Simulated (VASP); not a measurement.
Ba: single point with PBE

Crystal: Ba.

```xyz
1
Lattice="-2.3526 2.3526 2.8231 2.3526 -2.3526 2.8231 2.3526 2.3526 -2.8231" Properties=species:S:1:pos:R:3 pbc="T T T"
Ba    0.0000    0.0000    0.0000
```

This cell differs from its parent crystal: ratio of the length along z to the lengths across it x 1.2, volume and fractional coordinates fixed.

- Program: VASP 6.6.1
- Task: single point
- Functional: PBE
- Potentials or basis: VASP PAW PBE potentials, release 64 (Ba_sv)
- Cutoff: 520 eV
- k mesh: 16 × 16 × 16
- Occupations: gaussian, width 0.15 eV
- Spin: no spin polarisation
- Dipole correction: no
- Further INCAR settings: ALGO = Fast; EDIFF = 1e-06; NBANDS = 11

| Quantity | Value |
| --- | --- |
| Pressure | 0.2 GPa |
| Band gap on the k mesh | zero (bands 5 and 6 overlap by 0.67 eV) |

Stress tensor (GPa, compression positive):
```
0.35 0.00 0.00
0.00 0.35 0.00
0.00 0.00 0.04
```

Levels at points of the mesh, in eV from the Fermi level:
```
           k point  band 2  band 3  band 4  band 5  band 6  band 7  band 8  band 9
(0.00, 0.00, 0.00)  -13.85  -13.84  -13.84   -2.79    1.63    1.63    2.42    2.60
(0.50, 0.00, 0.00)  -14.32  -13.96  -13.86   -0.95    1.11    1.11    2.31    4.11
(0.50, 0.50, 0.00)  -14.29  -14.03  -13.91   -0.87    0.06    1.67    4.15    4.35
(0.50, 0.50, 0.50)  -14.26  -14.10  -14.10   -0.73   -0.40    3.10    4.57    4.87
```

Wall time 110 s on 1 thread of Intel(R) Xeon(R) Platinum 8488C (Sapphire Rapids), on a shared host, peak memory 0.36 GiB.

Caveat: spin-orbit coupling is left out, which moves the levels of the heavy elements.
